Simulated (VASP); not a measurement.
# Mo (Im-3m) in VASP: further runs

Runs on Mo. Level: PBE. Tasks: single point.

Everything below comes from runs of VASP 6.6.1. Logs are shortened: lines on timing, memory, paths and dates and some standing lists are left out, and cuts for length are marked.

## (1) The cell of the first run

It takes space group Im-3m (No. 229, cubic). The conventional cell has a = 3.061 Å, b = 3.061 Å, c = 3.061 Å, α = 90.00°, β = 90.00°, γ = 90.00°. Mo (site symmetry m-3m) has 14 Mo at 2.65 to 3.06 Å within 3.5 Å.

## (2) Single point, PBE

INCAR reads:

```
ALGO = Normal
EDIFF = 1E-6
ENCUT = 500
GGA = PE
GGA_COMPAT = F
ISIF = 2
ISMEAR = 1
LASPH = T
LCHARG = T
LELF = T
LREAL = F
LVHAR = T
LWAVE = F
NBANDS = 13
NELM = 120
PREC = Accurate
SIGMA = 0.02
```

KPOINTS reads:

```
k-points
0
Gamma
  10 10 10
```

POSCAR reads:

```
Mo
1.0
   -1.5302858480      1.5302858480      1.5302858480
    1.5302858480     -1.5302858480      1.5302858480
    1.5302858480      1.5302858480     -1.5302858480
Mo
1
Direct
    0.0000000000      0.0000000000      0.0000000000
```

Potentials or basis: VASP PAW PBE potentials, release 64 (Mo_sv).

Launch:

```
cat potpaw_PBE.64/Mo_sv/POTCAR > POTCAR
mpirun -np 1 vasp_std > vasp.out
```

OUTCAR:

```text
EDIFF = 1E-6
   ENCUT = 500
   GGA = PE
   ISIF = 2
   ISMEAR = 1
   LASPH = T
   LREAL = F
   NELM = 120
   PREC = Accurate

 ion  position               nearest neighbor table
   1  0.000  0.000  0.000-

  LATTYP: Found a body centered cubic cell.
 ALAT       =     3.0605716960

  Lattice vectors:

 A1 = (  -1.5302858480,   1.5302858480,   1.5302858480)
 A2 = (   1.5302858480,  -1.5302858480,   1.5302858480)
 A3 = (   1.5302858480,   1.5302858480,  -1.5302858480)

Analysis of symmetry for initial positions (statically):
=====================================================================
 Subroutine PRICEL returns:
 Original cell was already a primitive cell.

 Routine SETGRP: Setting up the symmetry group for a
 body centered cubic supercell.

 Subroutine GETGRP returns: Found 48 space group operations
 (whereof 48 operations were pure point group operations)
 out of a pool of 48 trial point group operations.

The static configuration has the point symmetry O_h .

Analysis of symmetry for dynamics (positions and initial velocities):
=====================================================================
 Subroutine PRICEL returns:
 Original cell was already a primitive cell.

 Routine SETGRP: Setting up the symmetry group for a
 body centered cubic supercell.

 Subroutine GETGRP returns: Found 48 space group operations
 (whereof 48 operations were pure point group operations)
 out of a pool of 48 trial point group operations.

The dynamic configuration has the point symmetry O_h .

 Subroutine INISYM returns: Found 48 space group operations
 (whereof 48 operations are pure point group operations),
 and found     1 'primitive' translations

----------------------------------------------------------------------------------------

                                     Primitive cell

  volume of cell :      14.3343

  direct lattice vectors                    reciprocal lattice vectors
    -1.530285848  1.530285848  1.530285848     0.000000000  0.326736342  0.326736342
     1.530285848 -1.530285848  1.530285848     0.326736342  0.000000000  0.326736342
     1.530285848  1.530285848 -1.530285848     0.326736342  0.326736342  0.000000000

  length of vectors
     2.650532839  2.650532839  2.650532839     0.462074966  0.462074966  0.462074966

  position of ions in fractional coordinates (direct lattice)
     0.000000000  0.000000000  0.000000000

  ion indices of the primitive-cell ions
   primitive index   ion index
                 1           1

----------------------------------------------------------------------------------------

 KPOINTS: k-points

Automatic generation of k-mesh.
 Grid dimensions read from file:
 generate k-points for:   10   10   10

 Generating k-lattice:

  Cartesian coordinates                     Fractional coordinates (reciprocal lattice)
     0.000000000  0.032673634  0.032673634     0.100000000  0.000000000  0.000000000
     0.032673634  0.000000000  0.032673634     0.000000000  0.100000000  0.000000000
     0.032673634  0.032673634  0.000000000     0.000000000  0.000000000  0.100000000

  Length of vectors
     0.046207497  0.046207497  0.046207497

  Shift w.r.t. Gamma in fractional coordinates (k-lattice)
     0.000000000  0.000000000  0.000000000

 Subroutine IBZKPT returns following result:
 ===========================================

 Found     47 irreducible k-points:

 Following reciprocal coordinates:
            Coordinates               Weight
  0.000000  0.000000  0.000000      1.000000
  0.100000  0.000000  0.000000     12.000000
  0.200000  0.000000  0.000000     12.000000
  0.300000  0.000000  0.000000     12.000000
  0.400000  0.000000  0.000000     12.000000
  0.500000  0.000000  0.000000      6.000000
[... 16 lines left out ...]
  0.300000  0.300000  0.100000      8.000000
 -0.300000  0.300000  0.100000     24.000000
 [... further k-points ...]
   k-points           NKPTS =     47   k-points in BZ     NKDIM =     47   number of bands    NBANDS=     13
   number of dos      NEDOS =    301   number of ions     NIONS =      1
   total plane-waves  NPLWV =   8000
   dimension x,y,z NGX =    20 NGY =   20 NGZ =   20
   dimension x,y,z NGXF=    40 NGYF=   40 NGZF=   40
   ions per type =               1
   NGX,Y,Z   is equivalent  to a cutoff of  12.54, 12.54, 12.54 a.u.
   NGXF,Y,Z  is equivalent  to a cutoff of  25.09, 25.09, 25.09 a.u.
 SYSTEM =  unknown system
   PREC   = accura    normal or accurate (medium, high low for compatibility)
   ISTART =      0    job   : 0-new  1-cont  2-samecut
   ICHARG =      2    charge: 1-file 2-atom 10-const
   ISPIN  =      1    spin polarized calculation?
   LNONCOLLINEAR =      F non collinear calculations
   LSORBIT =      F    spin-orbit coupling
   LASPH  =      T    aspherical Exc in radial PAW
   ENCUT  =  500.0 eV  36.75 Ry    6.06 a.u.   4.83  4.83  4.83*2*pi/ulx,y,z
   NELM   =    120;   NELMIN=  2; NELMDL= -5     # of ELM steps
   EDIFF  = 0.1E-05   stopping-criterion for ELM
   LREAL  =      F    real-space projection
   EDIFFG = 0.1E-04   stopping-criterion for IOM
   NSW    =      0    number of steps for IOM
   IBRION =     -1    ionic relax: 0-MD 1-quasi-New 2-CG
   NFREE  =      0    steps in history (QN), initial steepest desc. (CG)
   ISIF   =      2    stress and relaxation
   ISYM   =      2    0-nonsym 1-usesym 2-fastsym
   POTIM  = 0.5000    time-step for ionic-motion
   TEBEG  =    0.0;   TEEND  =   0.0 temperature during run
   PSTRESS=    0.0 pullay stress
   NELECT =      14.0000    total number of electrons
   NUPDOWN=      -1.0000    fix difference up-down
   EMIN   =  10.00;   EMAX   =-10.00  energy-range for DOS
   EFERMI =   0.00;   METHOD = LEGACY
   ISMEAR =     1;   SIGMA  =   0.02  broadening in eV -4-tet -1-fermi 0-gaus
   EFERMI_NEDOS =   21; number of points for ismear=-14 and -15
   IALGO  =     38    algorithm
   IMIX   =      4    mixing-type and parameters
     AMIX     =   0.40;   BMIX     =  1.00
     AMIX_MAG =   1.60;   BMIX_MAG =  1.00
  volume/ion in A,a.u.               =      14.33        96.73
  Fermi-wavevector in a.u.,A,eV,Ry     =   1.624270  3.069426 35.895622  2.638254
  Thomas-Fermi vector in A             =   2.717584
   LORBIT       =      0    0 simple, 1 ext, 2 COOP (PROOUT), +10 PAW based schemes
   GGA     = PE    functional components
   LHFCALC =     F    Hartree Fock is set to
   AEXX    =    0.0000 exact exchange contribution
   IVDW    =     0    specifies the selected vdW correction
   LEPSILON=     F    determine dielectric tensor
   LRPA    =     F    only Hartree local field effects (RPA)
 non-spin polarized calculation
 Methfessel and Paxton  Order N= 1 SIGMA  =   0.02
  energy-cutoff  :      500.00
  volume of cell :       14.33
 maximum number of plane-waves:       374
   NGX =  9   NGY =  9   NGZ =  9

 number of electron      14.0000000 magnetization

 Free energy of the ion-electron system (eV)
  ---------------------------------------------------
  ext. energy  EPLUGINS =         0.00000000
  ---------------------------------------------------
  free energy    TOTEN  =       -10.79050456 eV

  energy without entropy =      -10.79060831  energy(sigma->0) =      -10.79053914

 E-fermi :  14.1743     XC(G=0): -13.8801

 val. band max:       14.1588916896   @ k =  -0.3000   0.3000   0.3000
 cond. band min:      14.1945149725   @ k =   0.4000   0.1000   0.1000
 fundamental gap:      0.0356232829
 Fermi energy:        14.1742710527

 k-point     1 :       0.0000    0.0000    0.0000
  band No.  band energies     occupation
      1     -47.2338      2.00000
      2     -20.2710      2.00000
      3     -20.2710      2.00000
      4     -20.2710      2.00000
      5       6.5438      2.00000
      6      12.5165      2.00000
      7      12.5165      2.00000
      8      12.5165      2.00000
      9      15.8762      0.00000
     10      15.8762      0.00000
     11      28.9841      0.00000
     12      28.9841      0.00000
     13      28.9841      0.00000

 k-point     2 :       0.1000    0.0000    0.0000
  band No.  band energies     occupation
      1     -47.1990      2.00000
      2     -20.4603      2.00000
      3     -20.3284      2.00000
      4     -20.2729      2.00000
      5       7.0202      2.00000
      6      12.2396      2.00000
      7      12.4566      2.00000
      8      12.9807      2.00000
      9      15.4988      0.00000
     10      15.8832      0.00000
     11      29.3434      0.00000
     12      29.8019      0.00000
     13      29.9819      0.00000

 k-point     3 :       0.2000    0.0000    0.0000
  band No.  band energies     occupation
      1     -47.1070      2.00000
      2     -20.9399      2.00000
      3     -20.4761      2.00000
      4     -20.2778      2.00000
      5       8.1276      2.00000
      6      11.5882      2.00000
      7      12.2600      2.00000
      8      14.3094     -0.00000
      9      15.1859      0.00000
     10      15.9616      0.00000
     11      29.6536      0.00000
     12      31.4270      0.00000
     13      32.0524      0.00000
[... 305 lines left out ...]
 k-point    23 :       0.3000    0.3000    0.1000
  band No.  band energies     occupation
      1     -46.8273      2.00000
      2     -21.4541      2.00000
      3     -21.4541      2.00000
      4     -20.6785      2.00000
      5       9.9800      2.00000
      6      11.7212      2.00000
      7      11.7212      2.00000
      8      16.6439      0.00000
      9      16.6439      0.00000
     10      24.8894      0.00000
     11      25.5913      0.00000
     12      25.5913      0.00000
     13      29.8083      0.00000

 k-point    24 :      -0.3000    0.3000    0.1000
  band No.  band energies     occupation
      1     -46.9631      2.00000
      2     -21.4789      2.00000
      3     -20.7183      2.00000
      4     -20.4198      2.00000
      5       9.1172      2.00000
      6      11.3599      2.00000
      7      12.2602      2.00000
      8      14.6366      0.00000
      9      16.1333      0.00000
     10      17.0904      0.00000
     11      28.8443      0.00000
     12      30.9591      0.00000
     13      35.0914      0.00000

 [... further k-points ...]
[... 5 lines left out ...]
  --------------------------------------------------------------------------------------
  -------------------------------------------------------------------------------------
  Total        2.7008977      2.7008977      2.7008977      0.0000000      0.0000000      0.0000000
  in kB      301.8846579    301.8846579    301.8846579      0.0000000      0.0000000      0.0000000
  external PRESSURE =     301.8846579 kB  Pullay stress =       0.0000000 kB

 VOLUME and BASIS-vectors are now :
 -----------------------------------------------------------------------------
  energy-cutoff  :      500.00
  volume of cell :       14.33
      direct lattice vectors                 reciprocal lattice vectors
    -1.530285848  1.530285848  1.530285848     0.000000000  0.326736342  0.326736342
     1.530285848 -1.530285848  1.530285848     0.326736342  0.000000000  0.326736342
     1.530285848  1.530285848 -1.530285848     0.326736342  0.326736342  0.000000000

 POSITION                                       TOTAL-FORCE (eV/Angst)
 -----------------------------------------------------------------------------------
      0.00000      0.00000      0.00000         0.000000     -0.000000     -0.000000
 -----------------------------------------------------------------------------------
    total drift:                                0.000000     -0.000000      0.000000

  FREE ENERGIE OF THE ION-ELECTRON SYSTEM (eV)
  ---------------------------------------------------
  free  energy   TOTEN  =       -10.7905045603 eV

  energy  without entropy=      -10.7906083139  energy(sigma->0) =      -10.79053914
```

It took 9.9 s on 1 thread of AMD EPYC 7R13, shared host; peak memory 0.1 GiB.

What came out:

* Free energy: -10.7905 eV
* Pressure: 30.2 GPa
* Band gap on the k mesh: zero (band 7 reaches 18.57 eV, above the bottom of band 8 at 12.52 eV)

## (3) Single point, PBE

This run uses another cell than the first one, of 14.75 Å³/atom, 1.029 times its volume.

INCAR reads:

```
PREC = Accurate
ENCUT = 500
EDIFF = 1E-6
ISMEAR = 1
SIGMA = 0.02
LREAL = False
LASPH = True
NELM = 120
ALGO = Normal
ISIF = 2
LWAVE = False
LCHARG = False
GGA = PE
NBANDS = 13
GGA_COMPAT = False
```

KPOINTS reads:

```
regular mesh
0
Gamma
  10 10 10
```

POSCAR reads:

```
Mo
1.0
   -1.5449306216      1.5449306216      1.5449306216
    1.5449306216     -1.5449306216      1.5449306216
    1.5449306216      1.5449306216     -1.5449306216
Mo
1
Direct
    0.0000000000      0.0000000000      0.0000000000
```

Potentials or basis: VASP PAW PBE potentials, release 64 (Mo_sv).

Launch:

```
cat potpaw_PBE.64/Mo_sv/POTCAR > POTCAR
mpirun -np 1 vasp_std > vasp.out
```

It took 9 s on 1 thread of AMD EPYC 7R13, shared host; peak memory 0.1 GiB.

The run converged. Its results:

```
Free energy            : -10.8561 eV
Pressure               : 20.5 GPa
Band gap on the k mesh : zero (band 7 reaches 17.89 eV, above the bottom of band 8 at 12.08 eV)
```

Levels at points of the mesh, in eV from the Fermi level:
| k point | band 3 | band 4 | band 5 | band 6 | band 7 | band 8 | band 9 | band 10 | band 11 | band 12 |
| --- | --- | --- | --- | --- | --- | --- | --- | --- | --- | --- |
| (0.00, 0.00, 0.00) | -34.50 | -34.50 | -7.53 | -1.58 | -1.58 | -1.58 | 1.67 | 1.67 | 14.80 | 14.80 |
| (0.50, 0.00, 0.00) | -35.03 | -34.52 | -5.79 | -3.79 | 1.74 | 1.76 | 2.42 | 5.07 | 11.96 | 12.48 |
| (0.50, 0.50, 0.50) | -35.65 | -35.65 | -6.01 | -6.01 | 4.23 | 4.23 | 4.23 | 9.43 | 9.43 | 9.43 |
